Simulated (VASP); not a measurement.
# BaZrO3 (Pm-3m) in VASP: a series of runs

Runs on BaZrO3. Level: PBE. Tasks: single point.

Program: VASP 6.6.1. These are calculated values, not measurements. Logs are shortened: lines on timing, memory, paths and dates and some standing lists are left out, and cuts for length are marked.

### Step 1. The cell of the first run

Symmetry: Pm-3m, No. 221, cubic system. Conventional cell: a = 4.135 Å, b = 4.135 Å, c = 4.135 Å, α = 90.00°, β = 90.00°, γ = 90.00°. Ba (site symmetry m-3m) has 12 O at 2.92 Å and 8 Zr at 3.58 Å within 3.9 Å. Within 2.7 Å of Zr (site symmetry m-3m) lie 6 O at 2.07 Å. O (site symmetry 4/mmm) has 2 Zr at 2.07 Å within 2.7 Å.

### Step 2. Single point, PBE

Input file INCAR:

```
PREC     = Accurate       # precision mode
ENCUT    = 520            # plane-wave cutoff, eV
EDIFF    = 1E-7           # SCF threshold, eV
ISMEAR   = -1             # smearing method
SIGMA    = 0.05           # smearing width, eV
LREAL    = F              # projectors in reciprocal space
LASPH    = T              # aspherical terms in the spheres
NELM     = 100            # most SCF steps
ALGO     = Normal         # electronic algorithm
ISIF     = 2              # what is computed and relaxed
LWAVE    = F              # write WAVECAR
LCHARG   = T              # write CHGCAR
GGA      = PE             # functional
LELF     = T              # ELF
LVHAR    = T            
NBANDS   = 28             # bands
```

Input file KPOINTS:

```
regular mesh
0
Gamma
  6 6 6
```

Input file POSCAR:

```
BaZrO3
1.0
    4.1346933262      0.0000000000      0.0000000000
    0.0000000000      4.1346933262      0.0000000000
    0.0000000000      0.0000000000      4.1346933262
Ba Zr O
1 1 3
Direct
    0.0000000000      0.0000000000      0.0000000000
    0.5000000000      0.5000000000      0.5000000000
    0.5000000000      0.5000000000      0.0000000000
    0.5000000000      0.0000000000      0.5000000000
    0.0000000000      0.5000000000      0.5000000000
```

Potentials or basis: VASP PAW PBE potentials, release 64 (Ba_sv, Zr_sv, O).

The run is started by

```console
$ cat potpaw_PBE.64/Ba_sv/POTCAR potpaw_PBE.64/Zr_sv/POTCAR potpaw_PBE.64/O/POTCAR > POTCAR
$ mpirun -np 1 vasp_std > vasp.out
```

OUTCAR:

```text
PREC = Accurate
   ENCUT = 520
   EDIFF = 1E-7
   ISMEAR = -1
   LREAL = F
   LASPH = T
   NELM = 100
   ISIF = 2
   GGA = PE

 ion  position               nearest neighbor table
   1  0.000  0.000  0.000-   3 2.92   4 2.92   5 2.92   4 2.92   5 2.92   3 2.92   5 2.92   5 2.92
                             3 2.92   4 2.92   4 2.92   3 2.92   2 3.58   2 3.58   2 3.58   2 3.58
   2  0.500  0.500  0.500-   3 2.07   4 2.07   5 2.07   3 2.07   4 2.07   5 2.07   1 3.58   1 3.58
                             1 3.58   1 3.58   1 3.58   1 3.58   1 3.58   1 3.58
   3  0.500  0.500  0.000-   2 2.07   2 2.07   1 2.92   1 2.92   1 2.92   1 2.92
   4  0.500  0.000  0.500-   2 2.07   2 2.07   1 2.92   1 2.92   1 2.92   1 2.92
   5  0.000  0.500  0.500-   2 2.07   2 2.07   1 2.92   1 2.92   1 2.92   1 2.92

  LATTYP: Found a simple cubic cell.
 ALAT       =     4.1346933262

  Lattice vectors:

 A1 = (   4.1346933262,   0.0000000000,   0.0000000000)
 A2 = (   0.0000000000,   4.1346933262,   0.0000000000)
 A3 = (   0.0000000000,   0.0000000000,   4.1346933262)

Analysis of symmetry for initial positions (statically):
=====================================================================
 Subroutine PRICEL returns:
 Original cell was already a primitive cell.

 Routine SETGRP: Setting up the symmetry group for a
 simple cubic supercell.

 Subroutine GETGRP returns: Found 48 space group operations
[... 9 lines left out ...]

 Routine SETGRP: Setting up the symmetry group for a
 simple cubic supercell.

 Subroutine GETGRP returns: Found 48 space group operations
[... 11 lines left out ...]
                                     Primitive cell

  volume of cell :      70.6854

  direct lattice vectors                    reciprocal lattice vectors
     4.134693326  0.000000000  0.000000000     0.241855906  0.000000000  0.000000000
     0.000000000  4.134693326  0.000000000     0.000000000  0.241855906  0.000000000
     0.000000000  0.000000000  4.134693326     0.000000000  0.000000000  0.241855906

  length of vectors
     4.134693326  4.134693326  4.134693326     0.241855906  0.241855906  0.241855906

  position of ions in fractional coordinates (direct lattice)
     0.000000000  0.000000000  0.000000000
     0.500000000  0.500000000  0.500000000
     0.500000000  0.500000000  0.000000000
     0.500000000  0.000000000  0.500000000
     0.000000000  0.500000000  0.500000000

  ion indices of the primitive-cell ions
   primitive index   ion index
                 1           1
                 2           2
                 3           3
                 4           4
                 5           5

----------------------------------------------------------------------------------------
[... 67 lines left out ...]
   EDIFFG = 0.1E-05   stopping-criterion for IOM
   NSW    =      0    number of steps for IOM
   IBRION =     -1    ionic relax: 0-MD 1-quasi-New 2-CG
   NFREE  =      0    steps in history (QN), initial steepest desc. (CG)
   ISIF   =      2    stress and relaxation
   ISYM   =      2    0-nonsym 1-usesym 2-fastsym
   POTIM  = 0.5000    time-step for ionic-motion
   TEBEG  =    0.0;   TEEND  =   0.0 temperature during run
   PSTRESS=    0.0 pullay stress
   NELECT =      40.0000    total number of electrons
   NUPDOWN=      -1.0000    fix difference up-down
   EMIN   =  10.00;   EMAX   =-10.00  energy-range for DOS
   EFERMI =   0.00;   METHOD = LEGACY
   ISMEAR =    -1;   SIGMA  =   0.05  broadening in eV -4-tet -1-fermi 0-gaus
   EFERMI_NEDOS =   21; number of points for ismear=-14 and -15
   IALGO  =     38    algorithm
   IMIX   =      4    mixing-type and parameters
     AMIX     =   0.40;   BMIX     =  1.00
     AMIX_MAG =   1.60;   BMIX_MAG =  1.00
  volume/ion in A,a.u.               =      14.14        95.40
  Fermi-wavevector in a.u.,A,eV,Ry     =   1.354102  2.558883 24.947553  1.833593
  Thomas-Fermi vector in A             =   2.481302
   LORBIT       =      0    0 simple, 1 ext, 2 COOP (PROOUT), +10 PAW based schemes
   GGA     = PE    functional components
   LHFCALC =     F    Hartree Fock is set to
   AEXX    =    0.0000 exact exchange contribution
   IVDW    =     0    specifies the selected vdW correction
   LEPSILON=     F    determine dielectric tensor
   LRPA    =     F    only Hartree local field effects (RPA)
 non-spin polarized calculation
  energy-cutoff  :      520.00
  volume of cell :       70.69
 maximum number of plane-waves:      1935
 NGX is ok and might be reduce to    32
   NGX = 15   NGY = 15   NGZ = 15

 number of electron      40.0000020 magnetization

 Free energy of the ion-electron system (eV)
  ---------------------------------------------------
  ext. energy  EPLUGINS =         0.00000000
  ---------------------------------------------------
  free energy    TOTEN  =       -41.52135020 eV

  energy without entropy =      -41.52135020  energy(sigma->0) =      -41.52135020

 E-fermi :   5.1248     XC(G=0): -10.9791

 val. band max:        4.0868031595   @ k =   0.5000   0.5000   0.5000
 cond. band min:       7.3623996473   @ k =   0.0000   0.0000   0.0000
 fundamental gap:      3.2755964879
 Fermi energy:         5.1248159622

 k-point     1 :       0.0000    0.0000    0.0000
  band No.  band energies     occupation
      1     -42.6771      2.00000
      2     -21.1084      2.00000
      3     -20.8974      2.00000
      4     -20.8974      2.00000
      5     -20.8974      2.00000
      6     -12.3523      2.00000
[... 609 lines left out ...]
     27      13.5030      0.00000
     28      13.5030      0.00000

------------------------ aborting loop because EDIFF is reached ----------------------------------------

  FORCE on cell =-STRESS in cart. coord.  units (eV):
  Direction    XX          YY          ZZ          XY          YZ          ZX
  --------------------------------------------------------------------------------------
  -------------------------------------------------------------------------------------
  Total        5.6252658      5.6252658      5.6252658      0.0000000     -0.0000000      0.0000000
  in kB      127.5039732    127.5039732    127.5039732      0.0000000     -0.0000000      0.0000000
  external PRESSURE =     127.5039732 kB  Pullay stress =       0.0000000 kB

 VOLUME and BASIS-vectors are now :
 -----------------------------------------------------------------------------
  energy-cutoff  :      520.00
  volume of cell :       70.69
      direct lattice vectors                 reciprocal lattice vectors
     4.134693326  0.000000000  0.000000000     0.241855906  0.000000000  0.000000000
     0.000000000  4.134693326  0.000000000     0.000000000  0.241855906  0.000000000
     0.000000000  0.000000000  4.134693326     0.000000000  0.000000000  0.241855906

 POSITION                                       TOTAL-FORCE (eV/Angst)
 -----------------------------------------------------------------------------------
      0.00000      0.00000      0.00000         0.000000      0.000000      0.000000
      2.06735      2.06735      2.06735         0.000000      0.000000      0.000000
      2.06735      2.06735      0.00000         0.000000      0.000000      0.000000
      2.06735      0.00000      2.06735         0.000000      0.000000      0.000000
      0.00000      2.06735      2.06735         0.000000      0.000000      0.000000
 -----------------------------------------------------------------------------------
    total drift:                                0.000000     -0.000000     -0.000000

  FREE ENERGIE OF THE ION-ELECTRON SYSTEM (eV)
  ---------------------------------------------------
  free  energy   TOTEN  =       -41.5213502034 eV

  energy  without entropy=      -41.5213502033  energy(sigma->0) =      -41.52135020
```

OSZICAR:

```text
N       E                     dE             d eps       ncg     rms          rms(c)
DAV:   1     0.313160373446E+03    0.31316E+03   -0.22190E+04  1120   0.141E+03
DAV:   2    -0.280051177479E+02   -0.34117E+03   -0.33113E+03  1408   0.357E+02
DAV:   3    -0.485321203431E+02   -0.20527E+02   -0.20442E+02  1812   0.812E+01
DAV:   4    -0.489854299293E+02   -0.45331E+00   -0.45275E+00  1496   0.999E+00
DAV:   5    -0.489950044974E+02   -0.95746E-02   -0.95733E-02  1604   0.117E+00    0.314E+01
DAV:   6    -0.415666725409E+02    0.74283E+01   -0.36566E+01  1324   0.390E+01    0.140E+01
DAV:   7    -0.415288578198E+02    0.37815E-01   -0.25678E+00  1596   0.886E+00    0.848E+00
DAV:   8    -0.415250178822E+02    0.38399E-02   -0.29607E-01  1288   0.402E+00    0.691E-01
DAV:   9    -0.415202221040E+02    0.47958E-02   -0.61844E-02  1448   0.135E+00    0.488E-01
DAV:  10    -0.415216228848E+02   -0.14008E-02   -0.14688E-02  1504   0.996E-01    0.229E-01
DAV:  11    -0.415213017650E+02    0.32112E-03   -0.16715E-03  1384   0.330E-01    0.382E-02
DAV:  12    -0.415213502032E+02   -0.48438E-04   -0.15352E-04  1348   0.859E-02    0.378E-02
DAV:  13    -0.415213503953E+02   -0.19201E-06   -0.17332E-05  1628   0.254E-02    0.490E-03
DAV:  14    -0.415213502420E+02    0.15323E-06   -0.16822E-06  1296   0.930E-03    0.182E-03
DAV:  15    -0.415213502034E+02    0.38639E-07   -0.36608E-07  1336   0.417E-03
   1 F= -.41521350E+02 E0= -.41521350E+02  d E =-.102096E-09
```

Run time: 14 s. Hardware: 1 thread of Intel Xeon 6975P-C (Granite Rapids), shared host; peak memory 0.2 GiB.

What came out:

```
Free energy            : -41.5214 eV
Pressure               : 12.8 GPa
Band gap on the k mesh : 3.28 eV, indirect (least direct gap 3.45 eV)
```

Levels at points of the mesh, in eV from the valence-band top:
| k point | band 16 | band 17 | band 18 | band 19 | band 20 | band 21 | band 22 | band 23 | band 24 | band 25 |
| --- | --- | --- | --- | --- | --- | --- | --- | --- | --- | --- |
| (0.00, 0.00, 0.00) | -1.05 | -1.05 | -0.17 | -0.17 | -0.17 | 3.28 | 3.28 | 3.28 | 4.70 | 4.70 |
| (0.50, 0.00, 0.00) | -1.79 | -1.79 | -1.79 | -0.38 | -0.38 | 3.76 | 5.98 | 5.98 | 6.59 | 6.89 |
| (0.50, 0.50, 0.00) | -2.53 | -0.92 | -0.92 | -0.68 | -0.08 | 5.95 | 5.95 | 6.69 | 6.75 | 8.00 |
| (0.50, 0.50, 0.50) | -2.56 | -2.56 | 0.00 | 0.00 | 0.00 | 6.14 | 6.14 | 6.14 | 7.36 | 7.36 |

Caveat: spin-orbit coupling is left out, which moves the levels of the heavy elements. A k mesh can miss the band edges.

### Step 3. Single point, PBE

This run uses another cell than the first one, of 14.43 Å³/atom, 1.021 times its volume.

Input file INCAR:

```
  PREC = Accurate
  ENCUT = 520
  EDIFF = 1E-6
  ISMEAR = -1
  SIGMA = 0.05
  LREAL = F
  LASPH = T
  NELM = 60
  ALGO = Normal
  ISIF = 2
  LWAVE = F
  LCHARG = F
  GGA = PE
  NBANDS = 28
```

KPOINTS is that of step 2.

POSCAR, as its differences from that of step 2:

```diff
@@ -2,5 +2,5 @@
 1.0
-    4.1346933262      0.0000000000      0.0000000000
-    0.0000000000      4.1346933262      0.0000000000
-    0.0000000000      0.0000000000      4.1346933262
+    4.1632093537      0.0000000000      0.0000000000
+    0.0000000000      4.1632093537      0.0000000000
+    0.0000000000      0.0000000000      4.1632093537
 Ba Zr O
```

Potentials or basis: VASP PAW PBE potentials, release 64 (Ba_sv, Zr_sv, O).

The run is started by

```console
$ cat potpaw_PBE.64/Ba_sv/POTCAR potpaw_PBE.64/Zr_sv/POTCAR potpaw_PBE.64/O/POTCAR > POTCAR
$ mpirun -np 1 vasp_std > vasp.out
```

OUTCAR:

```text
PREC = Accurate
   ENCUT = 520
   EDIFF = 1E-6
   ISMEAR = -1
   LREAL = F
   LASPH = T
   NELM = 60
   ISIF = 2
   GGA = PE

 ion  position               nearest neighbor table
   1  0.000  0.000  0.000-   3 2.94   4 2.94   5 2.94   4 2.94   5 2.94   3 2.94   5 2.94   5 2.94
                             3 2.94   4 2.94   4 2.94   3 2.94   2 3.61   2 3.61   2 3.61   2 3.61
   2  0.500  0.500  0.500-   3 2.08   4 2.08   5 2.08   3 2.08   4 2.08   5 2.08   1 3.61   1 3.61
                             1 3.61   1 3.61   1 3.61   1 3.61   1 3.61   1 3.61
   3  0.500  0.500  0.000-   2 2.08   2 2.08   1 2.94   1 2.94   1 2.94   1 2.94
   4  0.500  0.000  0.500-   2 2.08   2 2.08   1 2.94   1 2.94   1 2.94   1 2.94
   5  0.000  0.500  0.500-   2 2.08   2 2.08   1 2.94   1 2.94   1 2.94   1 2.94

  LATTYP: Found a simple cubic cell.
 ALAT       =     4.1632093537

  Lattice vectors:

 A1 = (   4.1632093537,   0.0000000000,   0.0000000000)
 A2 = (   0.0000000000,   4.1632093537,   0.0000000000)
 A3 = (   0.0000000000,   0.0000000000,   4.1632093537)

Analysis of symmetry for initial positions (statically):
=====================================================================
 Subroutine PRICEL returns:
 Original cell was already a primitive cell.

 Routine SETGRP: Setting up the symmetry group for a
 simple cubic supercell.

 Subroutine GETGRP returns: Found 48 space group operations
[... 9 lines left out ...]

 Routine SETGRP: Setting up the symmetry group for a
 simple cubic supercell.

 Subroutine GETGRP returns: Found 48 space group operations
[... 11 lines left out ...]
                                     Primitive cell

  volume of cell :      72.1580

  direct lattice vectors                    reciprocal lattice vectors
     4.163209354  0.000000000  0.000000000     0.240199307  0.000000000  0.000000000
     0.000000000  4.163209354  0.000000000     0.000000000  0.240199307  0.000000000
     0.000000000  0.000000000  4.163209354     0.000000000  0.000000000  0.240199307

  length of vectors
     4.163209354  4.163209354  4.163209354     0.240199307  0.240199307  0.240199307

  position of ions in fractional coordinates (direct lattice)
     0.000000000  0.000000000  0.000000000
[... 100 lines left out ...]
  volume/ion in A,a.u.               =      14.43        97.39
  Fermi-wavevector in a.u.,A,eV,Ry     =   1.344827  2.541355 24.606966  1.808561
  Thomas-Fermi vector in A             =   2.472790
   LORBIT       =      0    0 simple, 1 ext, 2 COOP (PROOUT), +10 PAW based schemes
   GGA     = PE    functional components
   LHFCALC =     F    Hartree Fock is set to
   AEXX    =    0.0000 exact exchange contribution
   IVDW    =     0    specifies the selected vdW correction
   LEPSILON=     F    determine dielectric tensor
   LRPA    =     F    only Hartree local field effects (RPA)
 non-spin polarized calculation
  energy-cutoff  :      520.00
  volume of cell :       72.16
 maximum number of plane-waves:      1980
 NGX is ok and might be reduce to    32
   NGX = 15   NGY = 15   NGZ = 15

 number of electron      40.0000011 magnetization

 Free energy of the ion-electron system (eV)
  ---------------------------------------------------
  ext. energy  EPLUGINS =         0.00000000
  ---------------------------------------------------
  free energy    TOTEN  =       -41.62140760 eV

  energy without entropy =      -41.62140760  energy(sigma->0) =      -41.62140760

 E-fermi :   5.0301     XC(G=0): -10.8738

 val. band max:        3.9352152130   @ k =   0.5000   0.5000   0.5000
 cond. band min:       7.1677722962   @ k =   0.0000   0.0000   0.0000
 fundamental gap:      3.2325570833
 Fermi energy:         5.0300779514

 k-point     1 :       0.0000    0.0000    0.0000
  band No.  band energies     occupation
      1     -42.9577      2.00000
      2     -21.3201      2.00000
      3     -21.1474      2.00000
      4     -21.1474      2.00000
      5     -21.1474      2.00000
      6     -12.4708      2.00000
[... 609 lines left out ...]
     27      13.2131      0.00000
     28      13.2131      0.00000

------------------------ aborting loop because EDIFF is reached ----------------------------------------

  FORCE on cell =-STRESS in cart. coord.  units (eV):
  Direction    XX          YY          ZZ          XY          YZ          ZX
  --------------------------------------------------------------------------------------
  -------------------------------------------------------------------------------------
  Total        3.9268933      3.9268933      3.9268933      0.0000000     -0.0000000      0.0000000
  in kB       87.1916580     87.1916580     87.1916580      0.0000000     -0.0000000      0.0000000
  external PRESSURE =      87.1916580 kB  Pullay stress =       0.0000000 kB

 VOLUME and BASIS-vectors are now :
 -----------------------------------------------------------------------------
  energy-cutoff  :      520.00
  volume of cell :       72.16
      direct lattice vectors                 reciprocal lattice vectors
     4.163209354  0.000000000  0.000000000     0.240199307  0.000000000  0.000000000
     0.000000000  4.163209354  0.000000000     0.000000000  0.240199307  0.000000000
     0.000000000  0.000000000  4.163209354     0.000000000  0.000000000  0.240199307

 POSITION                                       TOTAL-FORCE (eV/Angst)
 -----------------------------------------------------------------------------------
      0.00000      0.00000      0.00000         0.000000      0.000000      0.000000
      2.08160      2.08160      2.08160         0.000000      0.000000      0.000000
      2.08160      2.08160      0.00000         0.000000      0.000000      0.000000
      2.08160      0.00000      2.08160         0.000000      0.000000      0.000000
      0.00000      2.08160      2.08160         0.000000      0.000000      0.000000
 -----------------------------------------------------------------------------------
    total drift:                                0.000000     -0.000000     -0.000000

  FREE ENERGIE OF THE ION-ELECTRON SYSTEM (eV)
  ---------------------------------------------------
  free  energy   TOTEN  =       -41.6214075993 eV

  energy  without entropy=      -41.6214075993  energy(sigma->0) =      -41.62140760
```

stdout:

```text
POSCAR found type information on POSCAR BaZrO
 POSCAR found :  3 types and       5 ions
 scaLAPACK will be used
 LDA part: xc-table for (Slater+PW92), standard interpolation
 POSCAR, INCAR and KPOINTS ok, starting setup
 FFT: planning ... GRIDC
 FFT: planning ... GRID_SOFT
 FFT: planning ... GRID
 WAVECAR not read
 entering main loop
```

Run time: 13 s. Hardware: 1 thread of Intel Xeon 6975P-C (Granite Rapids), shared host; peak memory 0.2 GiB.

What came out:

| Quantity | Value |
| --- | --- |
| Free energy | -41.6214 eV |
| Pressure | 8.7 GPa |
| Band gap on the k mesh | 3.23 eV, indirect (least direct gap 3.43 eV) |

Levels at points of the mesh, in eV from the valence-band top:
```csv
k point,band 16,band 17,band 18,band 19,band 20,band 21,band 22,band 23,band 24,band 25
"(0.00, 0.00, 0.00)",-1.01,-1.01,-0.20,-0.20,-0.20,3.23,3.23,3.23,4.68,4.68
"(0.50, 0.00, 0.00)",-1.76,-1.76,-1.73,-0.42,-0.42,3.70,5.85,5.85,6.51,6.79
"(0.50, 0.50, 0.00)",-2.47,-0.93,-0.93,-0.74,-0.08,5.81,5.81,6.58,6.62,7.84
"(0.50, 0.50, 0.50)",-2.55,-2.55,0.00,0.00,0.00,6.06,6.06,6.06,7.18,7.18
```

Caveat: spin-orbit coupling is left out, which moves the levels of the heavy elements. A k mesh can miss the band edges.

(Part 1 of 2 ends here.)
